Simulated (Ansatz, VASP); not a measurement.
**Bi2Se3 in VASP and in Ansatz**

```
CELL_PARAMETERS angstrom
-2.85248 2.85248 4.46178
2.85248 -2.85248 4.46178
2.85248 2.85248 -4.46178
ATOMIC_POSITIONS crystal
Bi 0.41449 0.91449 0.50000
Bi 0.91449 0.41449 0.50000
Se 0.63859 0.13859 0.50000
Se 0.13859 0.63859 0.50000
Se 0.13495 0.13495 0.00000
```

Alike in both runs: task relaxation of cell and atoms; functional PBE; k mesh 4 × 4 × 4; occupations gaussian, width 0.1 eV; no spin polarisation.

```csv
,VASP,Ansatz
version,VASP 6.6.1,Ansatz 0.2.0
potentials or method,"VASP PAW PBE potentials, release 64 (Bi_d, Se), cutoff 600 eV","scalar-relativistic, plane waves, PAW"
valence electrons in the cell,48,78
```

|  | VASP | Ansatz | Ansatz less VASP |
| --- | --- | --- | --- |
| gap on the k mesh at the Fermi level, each at its own relaxed structure (eV) | none | none | - |
| relaxed volume (Å³/atom) | 32.16 | 32.47 | +0.311 |
| relaxed cell length with the largest relative difference (Å) | 6.954 | 6.955 | +0.0007 |

A gap of «none» marks a metal or a gap that the smearing closes. VASP's potentials hold 48 valence electrons a cell and Ansatz's 78, so a difference there can come from the potentials and not from the codes.

The k mesh is coarse, so the values compare programs but aren't converged. Neither program's run includes spin-orbit coupling.
